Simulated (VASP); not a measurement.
# AlN (Fm-3m) in VASP: G0W0 quasiparticle levels with PBE

Aim: the G0W0 quasiparticle levels of AlN with PBE.

Everything below comes from runs of VASP 6.6.1. Logs are shortened: lines on timing, memory, paths and dates and some standing lists are left out, and cuts for length are marked.

## 1. The cell of the first run

The structure is cubic, space group Fm-3m (No. 225). The conventional cell has a = 4.038 Å, b = 4.038 Å, c = 4.038 Å, α = 90.00°, β = 90.00°, γ = 90.00°. Within 2.7 Å of Al (site symmetry m-3m) lie 6 N at 2.02 Å. N (site symmetry m-3m) has 6 Al at 2.02 Å within 2.7 Å.

## 2. G0W0 quasiparticle levels, PBE

Input file POSCAR:

```
AlN
1.0
    0.0000000000      2.0188684450      2.0188684450
    2.0188684450      0.0000000000      2.0188684450
    2.0188684450      2.0188684450      0.0000000000
Al N
1 1
Direct
    0.0000000000      0.0000000000      0.0000000000
    0.5000000000      0.5000000000      0.5000000000
```

Input file INCAR.step1:

```
SYSTEM = AlN
PREC     = Accurate       ! precision mode
ENCUT    = 500            ! plane-wave cutoff, eV
EDIFF    = 1E-8           ! SCF threshold, eV
ISMEAR   = 0              ! smearing method
SIGMA    = 0.01           ! smearing width, eV
LREAL    = .False.        ! projectors in reciprocal space
LASPH    = .True.         ! aspherical terms in the spheres
NELM     = 80             ! most SCF steps
ALGO     = Normal         ! electronic algorithm
LWAVE    = .True.         ! write WAVECAR
LCHARG   = .False.        ! write CHGCAR
GGA      = PE             ! functional
```

Input file INCAR.step2:

```
SYSTEM = AlN
PREC     = Accurate       ! precision mode
ENCUT    = 500            ! plane-wave cutoff, eV
EDIFF    = 1E-8           ! SCF threshold, eV
ISMEAR   = 0              ! smearing method
SIGMA    = 0.01           ! smearing width, eV
LREAL    = .False.        ! projectors in reciprocal space
LASPH    = .True.         ! aspherical terms in the spheres
NELM     = 1              ! most SCF steps
ALGO     = Exact          ! electronic algorithm
LWAVE    = .True.         ! write WAVECAR
LCHARG   = .False.        ! write CHGCAR
GGA      = PE             ! functional
NBANDS   = 34             ! bands
LOPTICS  = .True.         ! frequency-dependent dielectric function
ISTART   = 1
```

Input file INCAR.step3:

```
SYSTEM = AlN
PREC     = Accurate       ! precision mode
ENCUT    = 500            ! plane-wave cutoff, eV
EDIFF    = 1E-8           ! SCF threshold, eV
ISMEAR   = 0              ! smearing method
SIGMA    = 0.01           ! smearing width, eV
LREAL    = .False.        ! projectors in reciprocal space
LASPH    = .True.         ! aspherical terms in the spheres
ALGO     = EVGW0          ! electronic algorithm
LWAVE    = .False.        ! write WAVECAR
LCHARG   = .False.        ! write CHGCAR
GGA      = PE             ! functional
NELMGW   = 1            
NBANDS   = 34             ! bands
ENCUTGW  = 80.0           ! cutoff of the response function
NOMEGA   = 48             ! frequency points
PRECFOCK = Fast         
ISTART   = 1            
NBANDSGW = 12
```

Input file KPOINTS:

```
Automatic mesh
0
Gamma
  10 10 10
  0 0 0
```

Potentials or basis: VASP PAW PBE potentials, release 64 (Al_GW, N_GW).

On the command line:

```sh
cat potpaw_PBE.64/Al_GW/POTCAR potpaw_PBE.64/N_GW/POTCAR > POTCAR
cp INCAR.step1 INCAR
mpirun -np 1 vasp_std > vasp.out
cp INCAR.step2 INCAR
mpirun -np 1 vasp_std > vasp.out
cp INCAR.step3 INCAR
mpirun -np 1 vasp_std > vasp.out
```

OUTCAR:

```text
SYSTEM = AlN
   PREC = Accurate
   ENCUT = 500
   EDIFF = 1E-8
   ISMEAR = 0
   LREAL = .False.
   LASPH = .True.
   GGA = PE
   NELMGW = 1
   ENCUTGW = 80.0
   PRECFOCK = Fast
   ISTART = 1

 ion  position               nearest neighbor table
   1  0.000  0.000  0.000-   2 2.02   2 2.02   2 2.02   2 2.02   2 2.02   2 2.02
   2  0.500  0.500  0.500-   1 2.02   1 2.02   1 2.02   1 2.02   1 2.02   1 2.02

  LATTYP: Found a face centered cubic cell.
 ALAT       =     4.0377368900

  Lattice vectors:

 A1 = (   0.0000000000,   2.0188684450,   2.0188684450)
 A2 = (   2.0188684450,   0.0000000000,   2.0188684450)
 A3 = (   2.0188684450,   2.0188684450,   0.0000000000)

Analysis of symmetry for initial positions (statically):
=====================================================================
 Subroutine PRICEL returns:
 Original cell was already a primitive cell.

 Routine SETGRP: Setting up the symmetry group for a
 face centered cubic supercell.

 Subroutine GETGRP returns: Found 48 space group operations
 (whereof 48 operations were pure point group operations)
 out of a pool of 48 trial point group operations.

The static configuration has the point symmetry O_h .

Analysis of symmetry for dynamics (positions and initial velocities):
=====================================================================
 Subroutine PRICEL returns:
 Original cell was already a primitive cell.

 Routine SETGRP: Setting up the symmetry group for a
 face centered cubic supercell.

 Subroutine GETGRP returns: Found 48 space group operations
 (whereof 48 operations were pure point group operations)
 out of a pool of 48 trial point group operations.

The dynamic configuration has the point symmetry O_h .

 Subroutine INISYM returns: Found 48 space group operations
 (whereof 48 operations are pure point group operations),
 and found     1 'primitive' translations

----------------------------------------------------------------------------------------

                                     Primitive cell

  volume of cell :      16.4571

  direct lattice vectors                    reciprocal lattice vectors
     0.000000000  2.018868445  2.018868445    -0.247663488  0.247663488  0.247663488
     2.018868445  0.000000000  2.018868445     0.247663488 -0.247663488  0.247663488
     2.018868445  2.018868445  0.000000000     0.247663488  0.247663488 -0.247663488

  length of vectors
     2.855111136  2.855111136  2.855111136     0.428965744  0.428965744  0.428965744

  position of ions in fractional coordinates (direct lattice)
     0.000000000  0.000000000  0.000000000
     0.500000000  0.500000000  0.500000000

  ion indices of the primitive-cell ions
   primitive index   ion index
                 1           1
                 2           2

----------------------------------------------------------------------------------------

 KPOINTS: Automatic mesh

Automatic generation of k-mesh.
 Grid dimensions read from file:
 generate k-points for:   10   10   10

 Generating k-lattice:

  Cartesian coordinates                     Fractional coordinates (reciprocal lattice)
    -0.024766349  0.024766349  0.024766349     0.100000000  0.000000000  0.000000000
     0.024766349 -0.024766349  0.024766349     0.000000000  0.100000000  0.000000000
     0.024766349  0.024766349 -0.024766349     0.000000000  0.000000000  0.100000000

  Length of vectors
     0.042896574  0.042896574  0.042896574

  Shift w.r.t. Gamma in fractional coordinates (k-lattice)
     0.000000000  0.000000000  0.000000000

 Subroutine IBZKPT returns following result:
 ===========================================

 Found     47 irreducible k-points:

 Following reciprocal coordinates:
            Coordinates               Weight
  0.000000  0.000000  0.000000      1.000000
  0.100000  0.000000  0.000000      8.000000
  0.200000  0.000000  0.000000      8.000000
  0.300000  0.000000  0.000000      8.000000
  0.400000  0.000000  0.000000      8.000000
  0.500000  0.000000  0.000000      4.000000
[... 16 lines left out ...]
  0.300000  0.300000  0.000000      6.000000
  0.400000  0.300000  0.000000     24.000000
 [... further k-points ...]
   k-points           NKPTS =     47   k-points in BZ     NKDIM =   1000   number of bands    NBANDS=     34
   number of dos      NEDOS =    301   number of ions     NIONS =      2
   total plane-waves  NPLWV =  13824
   dimension x,y,z NGX =    24 NGY =   24 NGZ =   24
   dimension x,y,z NGXF=    48 NGYF=   48 NGZF=   48
   ions per type =               1   1
   NGX,Y,Z   is equivalent  to a cutoff of  13.97, 13.97, 13.97 a.u.
   NGXF,Y,Z  is equivalent  to a cutoff of  27.95, 27.95, 27.95 a.u.
 SYSTEM =  AlN
   PREC   = accura    normal or accurate (medium, high low for compatibility)
   ISTART =      1    job   : 0-new  1-cont  2-samecut
   ICHARG =      0    charge: 1-file 2-atom 10-const
   ISPIN  =      1    spin polarized calculation?
   LNONCOLLINEAR =      F non collinear calculations
   LSORBIT =      F    spin-orbit coupling
   LASPH  =      T    aspherical Exc in radial PAW
   ENCUT  =  500.0 eV  36.75 Ry    6.06 a.u.   5.21  5.21  5.21*2*pi/ulx,y,z
   NELM   =     60;   NELMIN=  2; NELMDL=  0     # of ELM steps
   EDIFF  = 0.1E-07   stopping-criterion for ELM
   LREAL  =      F    real-space projection
   EDIFFG = 0.1E-06   stopping-criterion for IOM
   NSW    =      0    number of steps for IOM
   IBRION =     -1    ionic relax: 0-MD 1-quasi-New 2-CG
   NFREE  =      0    steps in history (QN), initial steepest desc. (CG)
   ISIF   =      0    stress and relaxation
   ISYM   =      3    0-nonsym 1-usesym 2-fastsym
   POTIM  = 0.5000    time-step for ionic-motion
   TEBEG  =    0.0;   TEEND  =   0.0 temperature during run
   PSTRESS=    0.0 pullay stress
   NELECT =       8.0000    total number of electrons
   NUPDOWN=      -1.0000    fix difference up-down
   EMIN   =  10.00;   EMAX   =-10.00  energy-range for DOS
   EFERMI =   0.00;   METHOD = LEGACY
   ISMEAR =     0;   SIGMA  =   0.01  broadening in eV -4-tet -1-fermi 0-gaus
   EFERMI_NEDOS =   21; number of points for ismear=-14 and -15
   IALGO  =     38    algorithm
   IMIX   =      4    mixing-type and parameters
     AMIX     =   0.40;   BMIX     =  1.00
     AMIX_MAG =   1.60;   BMIX_MAG =  1.00
  volume/ion in A,a.u.               =       8.23        55.53
  Fermi-wavevector in a.u.,A,eV,Ry     =   1.287222  2.432497 22.544046  1.656941
  Thomas-Fermi vector in A             =   2.419249
   LORBIT       =      0    0 simple, 1 ext, 2 COOP (PROOUT), +10 PAW based schemes
   GGA     = PE    functional components
   LHFCALC =     T    Hartree Fock is set to
   PRECFOCK=fast      Normal, Fast or Accurate (Low or Medium for compatibility)
   ENCUT4O =  -1.0   cutoff for four orbital integrals eV
   NKREDX  =     1    reduce k-point grid by
   NKREDY  =     1    reduce k-point grid by
   NKREDZ  =     1    reduce k-point grid by
   AEXX    =    1.0000 exact exchange contribution
   HFSCREEN=    0.0000 screening length (either q_TF or 0.3 A-1)
   HFSCREENC=   0.0000 screening length for correlation (either q_TF or 0.3 A-1)
   ENCUTFOCK=  -1.0 apply spherical cutoff to Coloumb kernel
   IVDW    =     0    specifies the selected vdW correction
   LEPSILON=     F    determine dielectric tensor
   LRPA    =     F    only Hartree local field effects (RPA)
   LRPAFORCE           =     F    calculate RPA forces
   ENCUTGW             =  80.0    cutoff for response function in eV
   ENCUTGWSOFT         =  64.0    soft cutoff for Coulomb kernel in GW response function in eV
   ENCUTLF             =  -1.0    cutoff for local field effects
   NELMGW              =     1    number of iterations in solving QP/BSE equation
   NELMHF              =     1    number of iterations in the inner HF iteration
   NKREDLFX            =     1    NKREDLFY  =   1   NKREDLFZ  =   1
 non-spin polarized calculation
 Gauss-broadening in eV      SIGMA  =   0.01
  energy-cutoff  :      500.00
  volume of cell :       16.46
 maximum number of plane-waves:       444
 NGX is ok and might be reduce to    24
  NGX = 14; NGY = 14; NGZ = 14
   NGX = 11   NGY = 11   NGZ = 11
 maximum number of plane-waves:        30
 NGX is ok and might be reduce to    10

 QP shifts <psi_nk| G(iteration)W_0 |psi_nk>: iteration 1
 for sc-GW calculations column KS-energies equals QP-energies in previous step
 and V_xc(KS)=  KS-energies - (<T + V_ion + V_H > + <T+V_H+V_ion>^1  + <V_x>^1)

 k-point   1 :       0.0000    0.0000    0.0000
  band No.  KS-energies  QP-energies   sigma(KS)   V_xc(KS)     V^pw_x(r,r')   Z            occupation Imag(sigma)

      1      -8.8721     -10.2831     -16.5560     -14.6670     -24.9271       0.7470       2.0000       1.3925
      2       8.7177       8.4331     -17.7692     -17.4147     -21.0578       0.8027       2.0000       0.0765
      3       8.7177       8.4331     -17.7692     -17.4147     -21.0578       0.8027       2.0000       0.0765
      4       8.7177       8.4331     -17.7692     -17.4147     -21.0578       0.8027       2.0000       0.0765
      5      14.4603      15.6921     -13.1779     -14.6818      -9.0594       0.8191       0.0000      -0.0844
      6      20.8942      21.9958      -9.4023     -10.7389      -4.5636       0.8242       0.0000      -0.1125
      7      20.8942      21.9958      -9.4023     -10.7389      -4.5636       0.8242       0.0000      -0.1125
      8      20.8942      21.9958      -9.4023     -10.7389      -4.5636       0.8242       0.0000      -0.1125
      9      26.0358      26.4999      -9.0086      -9.6120      -2.6766       0.7691       0.0000      -0.3848
     10      26.5233      27.9740      -9.7923     -11.5833      -4.5134       0.8100       0.0000      -0.2296
     11      26.5233      27.9740      -9.7923     -11.5833      -4.5134       0.8100       0.0000      -0.2296
     12      27.6588      28.8505      -9.6625     -11.2199      -2.8895       0.7652       0.0000      -0.4693

 k-point   2 :       0.1000    0.0000    0.0000
  band No.  KS-energies  QP-energies   sigma(KS)   V_xc(KS)     V^pw_x(r,r')   Z            occupation Imag(sigma)
[... 353 lines left out ...]
      1      -5.8471      -6.9738     -17.3971     -15.8850     -25.4096       0.7451       2.0000       1.0144
      2       2.8527       1.9144     -15.9466     -14.7231     -20.3693       0.7669       2.0000       0.1557
      3       5.9105       5.2095     -16.2892     -15.4041     -19.8868       0.7920       2.0000       0.0997
      4       6.4289       5.7913     -16.6948     -15.8910     -20.2853       0.7932       2.0000       0.0948
      5      14.9005      15.9291      -9.9620     -11.1952      -5.7421       0.8341       0.0000      -0.0817
      6      15.6562      16.6779     -10.1662     -11.3943      -5.9289       0.8319       0.0000      -0.0843
      7      20.9793      22.6705     -12.8611     -15.0272      -7.4217       0.7808       0.0000      -0.1567
      8      24.3675      25.8992     -11.0987     -13.0618      -5.1691       0.7803       0.0000      -0.2576
      9      25.1361      26.7102     -11.5148     -13.5603      -5.2539       0.7696       0.0000      -0.3103
     10      30.5625      32.0844     -10.1057     -12.0044      -4.0308       0.8015       0.0000      -0.5243
     11      33.5046      34.6817      -8.7537     -10.2393      -1.9439       0.7924       0.0000      -0.8436
     12      34.6842      35.9709      -8.7568     -10.3809      -1.9707       0.7923       0.0000      -0.8708

 [... further k-points ...]
```

Wall time 16 min (1 thread of Intel Xeon Platinum 8488C (Sapphire Rapids), shared host); peak memory 0.78 GiB.

Results:

```yaml
Quasiparticle_gap: 6.00 eV
Least_direct_quasiparticle_gap: 7.26 eV
Band_gap_of_the_starting_levels_on_the_mesh: 4.65 eV
Least_direct_gap_of_the_starting_levels_on_the_mesh: 5.74 eV
```

Caveat: bands, screening cutoff and mesh are small and nothing is extrapolated, so the quasiparticle values aren't converged.
